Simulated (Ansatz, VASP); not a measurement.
## BP in VASP and in Ansatz

```
B P
1.0
     3.20394    0.00000    0.00000
    -1.60197    2.77469    0.00000
     0.00000    0.00000    8.46663
B P
2 2
Direct
  0.33333 0.66667 0.25000
  0.66667 0.33333 0.75000
  0.66667 0.33333 0.25000
  0.33333 0.66667 0.75000
```

Alike in both runs: task single point; functional PBE0; k mesh 6 × 6 × 2; no spin polarisation.

|  | VASP | Ansatz |
| --- | --- | --- |
| version | VASP 6.6.1 | Ansatz 0.2.0 |
| potentials or method | VASP PAW PBE potentials, release 64 (B, P) | plane waves, PAW |
| plane-wave cutoff (eV) | 520 | 420 |
| occupations | gaussian, width 0.01 eV | fixed |
| valence electrons in the cell | 16 | 16 |

|  | VASP | Ansatz | Ansatz less VASP |
| --- | --- | --- | --- |
| gap on the k mesh at the Fermi level (eV) | 1.98 | 1.92 | -0.065 |
| pressure (GPa) | -0.6 | -0.2 | +0.40 |
| traceless stress, the component that is largest in VASP (GPa) | 0.97 | 0.66 | -0.305 |

Ansatz's warnings: stress exchange threshold loose, stress scf threshold loose.
